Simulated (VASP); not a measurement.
Nb:

```
CELL_PARAMETERS angstrom
-1.64146 1.64146 1.64146
1.64146 -1.64146 1.64146
1.64146 1.64146 -1.64146
ATOMIC_POSITIONS crystal
Nb 0.00000 0.00000 0.00000
```

This cell differs from its parent crystal: volume scaled by 0.96.

Base run:

| Item | Value |
| --- | --- |
| Program | VASP 6.6.1 |
| Functional | LDA |
| Potentials or basis | VASP PAW LDA potentials, release 64 (Nb_sv) |
| Cutoff | 500 eV |
| k mesh | 11 × 11 × 11 |
| Occupations | methfessel-paxton, width 0.01 eV |
| Spin | no spin polarisation |
| Hubbard terms | Nb d U = 4.0 eV |

Its results: pressure 6.5 GPa.

Problem. The run is repeated on the same cell with these changes: occupations from methfessel-paxton, width 0.01 eV to fermi-dirac, width 0.05 eV; hubbard terms from Nb d U = 4.0 eV to none. What comes out?

Solution. Pressure -5.3 GPa.

Caveats: U without spin polarisation on a metal has little footing (some runs); the U is typed as a test and isn't derived for this compound (some runs).
